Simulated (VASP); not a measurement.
# Sc (Fm-3m) in VASP: relaxation of cell and atoms with PBEsol

Aim: the relaxation of cell and atoms of Sc with PBEsol.

All numbers are computed with VASP 6.6.1; they aren't measurements. Logs are shortened: lines on timing, memory, paths and dates and some standing lists are left out, and cuts for length are marked.

## (1) The cell of the first run

It takes space group Fm-3m (No. 225, cubic). Conventional cell: a = 4.568 Å, b = 4.568 Å, c = 4.568 Å, α = 90.00°, β = 90.00°, γ = 90.00°. Within 4.2 Å of Sc (site symmetry m-3m) lie 12 Sc at 3.23 Å.

This isn't the form of Sc at room conditions, which is hcp.

## (2) Relaxation of cell and atoms, PBEsol

Contents of INCAR:

```
ALGO = Fast
EDIFF = 1E-6
EDIFFG = -0.01
ENCUT = 600
GGA = PS
IBRION = 2
ISIF = 3
ISMEAR = 0
LASPH = T
LCHARG = F
LREAL = F
LWAVE = F
NELM = 80
NSW = 80
PREC = Accurate
SIGMA = 0.1
```

Contents of KPOINTS:

```
k-points
0
Gamma
  16 16 16
```

Contents of POSCAR:

```
Sc
1.0
    0.0000000000      2.2839712544      2.2839712544
    2.2839712544      0.0000000000      2.2839712544
    2.2839712544      2.2839712544      0.0000000000
Sc
1
Direct
    0.0000000000      0.0000000000      0.0000000000
```

Potentials or basis: VASP PAW PBE potentials, release 64 (Sc_sv).

Started as:

```sh
cat potpaw_PBE.64/Sc_sv/POTCAR > POTCAR
mpirun -np 1 vasp_std > vasp.out
```

OUTCAR:

```text
EDIFF = 1E-6
   EDIFFG = -0.01
   ENCUT = 600
   GGA = PS
   IBRION = 2
   ISIF = 3
   ISMEAR = 0
   LASPH = T
   LREAL = F
   NELM = 80
   NSW = 80
   PREC = Accurate

 ion  position               nearest neighbor table
   1  0.000  0.000  0.000-

  LATTYP: Found a face centered cubic cell.
 ALAT       =     4.5679425088

  Lattice vectors:

 A1 = (   0.0000000000,   2.2839712544,   2.2839712544)
 A2 = (   2.2839712544,   0.0000000000,   2.2839712544)
 A3 = (   2.2839712544,   2.2839712544,   0.0000000000)

Analysis of symmetry for initial positions (statically):
=====================================================================
 Subroutine PRICEL returns:
 Original cell was already a primitive cell.

 Routine SETGRP: Setting up the symmetry group for a
 face centered cubic supercell.

 Subroutine GETGRP returns: Found 48 space group operations
 (whereof 48 operations were pure point group operations)
 out of a pool of 48 trial point group operations.

The static configuration has the point symmetry O_h .

Analysis of symmetry for dynamics (positions and initial velocities):
=====================================================================
 Subroutine PRICEL returns:
 Original cell was already a primitive cell.

 Routine SETGRP: Setting up the symmetry group for a
 face centered cubic supercell.

 Subroutine GETGRP returns: Found 48 space group operations
 (whereof 48 operations were pure point group operations)
 out of a pool of 48 trial point group operations.

The dynamic configuration has the point symmetry O_h .

 Subroutine INISYM returns: Found 48 space group operations
 (whereof 48 operations are pure point group operations),
 and found     1 'primitive' translations

----------------------------------------------------------------------------------------

                                     Primitive cell

  volume of cell :      23.8288

  direct lattice vectors                    reciprocal lattice vectors
     0.000000000  2.283971254  2.283971254    -0.218916941  0.218916941  0.218916941
     2.283971254  0.000000000  2.283971254     0.218916941 -0.218916941  0.218916941
     2.283971254  2.283971254  0.000000000     0.218916941  0.218916941 -0.218916941

  length of vectors
     3.230023124  3.230023124  3.230023124     0.379175264  0.379175264  0.379175264
[... 138 lines left out ...]
  Total       -0.0731577     -0.0731577     -0.0731577     -0.0000000      0.0000000     -0.0000000
  in kB       -4.9189064     -4.9189064     -4.9189064     -0.0000000      0.0000000     -0.0000000
  external PRESSURE =      -4.9189064 kB  Pullay stress =       0.0000000 kB

 VOLUME and BASIS-vectors are now :
 -----------------------------------------------------------------------------
  energy-cutoff  :      600.00
  volume of cell :       23.83
      direct lattice vectors                 reciprocal lattice vectors
     0.000000000  2.283971254  2.283971254    -0.218916941  0.218916941  0.218916941
     2.283971254  0.000000000  2.283971254     0.218916941 -0.218916941  0.218916941
     2.283971254  2.283971254  0.000000000     0.218916941  0.218916941 -0.218916941

 POSITION                                       TOTAL-FORCE (eV/Angst)
 -----------------------------------------------------------------------------------
      0.00000      0.00000      0.00000         0.000000      0.000000      0.000000
 -----------------------------------------------------------------------------------
    total drift:                               -0.000000     -0.000000     -0.000000

  FREE ENERGIE OF THE ION-ELECTRON SYSTEM (eV)
  ---------------------------------------------------
  free  energy   TOTEN  =        -6.5640448458 eV

  energy  without entropy=       -6.5544780731  energy(sigma->0) =       -6.55926146

--------------------------------------- Ionic step        2  -------------------------------------------

 number of electron      11.0000001 magnetization

 Free energy of the ion-electron system (eV)
  ---------------------------------------------------
  ext. energy  EPLUGINS =         0.00000000
  ---------------------------------------------------
  free energy    TOTEN  =        -6.56439485 eV

  energy without entropy =       -6.55500401  energy(sigma->0) =       -6.55969943

 E-fermi :   3.8987     XC(G=0): -10.1699

 val. band max:        3.8945808146   @ k =   0.4375   0.2500   0.0625
 cond. band min:       3.9129992010   @ k =  -0.3125   0.2500   0.0625
 fundamental gap:      0.0184183864
 Fermi energy:         3.8986588046

 k-point     1 :       0.0000    0.0000    0.0000
  band No.  band energies     occupation
      1     -45.2037      2.00000
      2     -23.6798      2.00000
      3     -23.6798      2.00000
      4     -23.6798      2.00000
      5      -1.3839      2.00000
      6       5.5364      0.00000
      7       5.5364      0.00000
      8       5.5364      0.00000
      9       7.0038      0.00000
[... 265 lines left out ...]
 k-point    24 :      -0.0625    0.0625    0.0000
  band No.  band energies     occupation
      1     -45.1964      2.00000
      2     -23.7240      2.00000
      3     -23.6926      2.00000
      4     -23.6829      2.00000
      5      -1.1102      2.00000
      6       5.3298      0.00000
      7       5.6380      0.00000
      8       5.6409      0.00000
      9       6.8594      0.00000

 [... further k-points ...]
[... 5 lines left out ...]
  --------------------------------------------------------------------------------------
  -------------------------------------------------------------------------------------
  Total        0.0036905      0.0036905      0.0036905      0.0000000      0.0000000     -0.0000000
  in kB        0.2507851      0.2507851      0.2507851      0.0000000      0.0000000     -0.0000000
  external PRESSURE =       0.2507851 kB  Pullay stress =       0.0000000 kB

 VOLUME and BASIS-vectors are now :
 -----------------------------------------------------------------------------
  energy-cutoff  :      600.00
  volume of cell :       23.58
      direct lattice vectors                 reciprocal lattice vectors
    -0.000000000  2.275910388  2.275910388    -0.219692305  0.219692305  0.219692305
     2.275910388  0.000000000  2.275910388     0.219692305 -0.219692305  0.219692305
     2.275910388  2.275910388 -0.000000000     0.219692305  0.219692305 -0.219692305

 POSITION                                       TOTAL-FORCE (eV/Angst)
 -----------------------------------------------------------------------------------
     -0.00000      2.27591      2.27591         0.000000     -0.000000      0.000000
 -----------------------------------------------------------------------------------
    total drift:                               -0.000000     -0.000000      0.000000

  FREE ENERGIE OF THE ION-ELECTRON SYSTEM (eV)
  ---------------------------------------------------
  free  energy   TOTEN  =        -6.5643948511 eV

  energy  without entropy=       -6.5550040099  energy(sigma->0) =       -6.55969943

 reached required accuracy - stopping structural energy minimisation
```

CONTCAR:

```text
Sc
   1.00000000000000
    -0.0000000000000000    2.2759103884869809    2.2759103884869809
     2.2759103884869809    0.0000000000000000    2.2759103884869809
     2.2759103884869809    2.2759103884869809   -0.0000000000000000
  Sc
     1
Direct
     1.0000000000000000    0.0000000000000000    0.0000000000000000

  0.00000000E+00  0.00000000E+00  0.00000000E+00
```

Run time: 1.8 min. Hardware: 1 thread of Intel Xeon 8259CL, shared host; peak memory 0.19 GiB.

Results:

- Free energy: -6.5644 eV
- Relaxed volume: 23.58 Å³/atom
- Relaxed cell: a = 3.219 Å, b = 3.219 Å, c = 3.219 Å, α = 60.00°, β = 60.00°, γ = 60.00°
- Space group after relaxing (to 0.1 Å): Fm-3m (No. 225)
- Energy gained by relaxing: 0.4 meV/atom
- Ionic steps: 2
- Pressure after relaxing: 0.0 GPa
- Band gap on the k mesh: zero (an odd number of electrons rules out a gap without spin polarisation)

Step by step:
```
step  energy change (eV)  largest force (eV/Å)  pressure (GPa)  volume (Å³)
   1              0.0000                0.0000           -0.49        23.83
   2             -0.0004                0.0000            0.03        23.58
```

Final structure:
```cif
data_structure
_symmetry_space_group_name_H-M 'P 1'
_symmetry_Int_Tables_number 1
_cell_length_a 3.2186
_cell_length_b 3.2186
_cell_length_c 3.2186
_cell_angle_alpha 60.000
_cell_angle_beta 60.000
_cell_angle_gamma 60.000
_cell_volume 23.58
loop_
_atom_site_label
_atom_site_type_symbol
_atom_site_fract_x
_atom_site_fract_y
_atom_site_fract_z
_atom_site_occupancy
Sc1 Sc 0.00000 0.00000 0.00000 1
```

Levels at points of the mesh, in eV from the Fermi level:
```csv
k point,band 3,band 4,band 5,band 6,band 7,band 8
"(0.00, 0.00, 0.00)",-27.58,-27.58,-5.28,1.64,1.64,1.64
"(0.50, 0.00, 0.00)",-27.64,-27.64,-1.83,0.32,1.52,1.52
"(0.50, 0.50, 0.00)",-27.74,-27.74,-1.62,-0.70,2.07,4.06
```

Caveat: the PAW data sets were made with another functional, which shifts forces and pressure a little.
